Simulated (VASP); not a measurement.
Write the native input for VASP 6.6.1 that does the following.

| Quantity | Value |
| --- | --- |
| Task | electric field gradients |
| Functional | LDA |
| Potentials or basis | VASP PAW LDA potentials, release 64 (La, In_d) |
| Cutoff | 520 eV |
| k mesh | 9 × 9 × 9 |
| Occupations | fermi-dirac, width 0.05 eV |
| Spin | no spin polarisation |
| Dipole correction | no |
| Further INCAR settings | ALGO = Normal; EDIFF = 1e-08; NBANDS = 19 |

The structure of LaIn lies in POSCAR:

```
LaIn
1.0
    3.7455717768      0.0000000000      0.0000000000
    0.0000000000      3.7455717768      0.0000000000
    0.0000000000      0.0000000000      3.7455717768
La In
1 1
Direct
    0.5000000000      0.5000000000      0.5000000000
    0.0000000000      0.0000000000      0.0000000000
```

One way to write it, as run:

INCAR

```
PREC = Accurate
ENCUT = 520
EDIFF = 1E-8
ISMEAR = -1
SIGMA = 0.05
LREAL = F
LASPH = T
NELM = 100
ALGO = Normal
ISIF = 2
LWAVE = F
LCHARG = F
GGA = CA
LEFG = T
NBANDS = 19
```

KPOINTS

```
Automatic mesh
0
Gamma
  9 9 9
```

Potentials or basis: VASP PAW LDA potentials, release 64 (La, In_d).

The run is started by

```console
$ cat potpaw_LDA.64/La/POTCAR potpaw_LDA.64/In_d/POTCAR > POTCAR
$ mpirun -np 1 vasp_std > vasp.out
```

It gave:

The pressure is 5.9 GPa, the band gap on the k mesh is zero (bands 12 and 13 overlap by 1.85 eV) and the largest electric field gradient by atom is under 0.05 V/Å² on every atom.

Caveat: the cell stands under pressure; spin-orbit coupling is left out, which moves the levels of the heavy elements.

Wall time 27 s on 1 thread of Intel(R) Xeon(R) Platinum 8488C (Sapphire Rapids), on a shared host, peak memory 0.17 GiB.
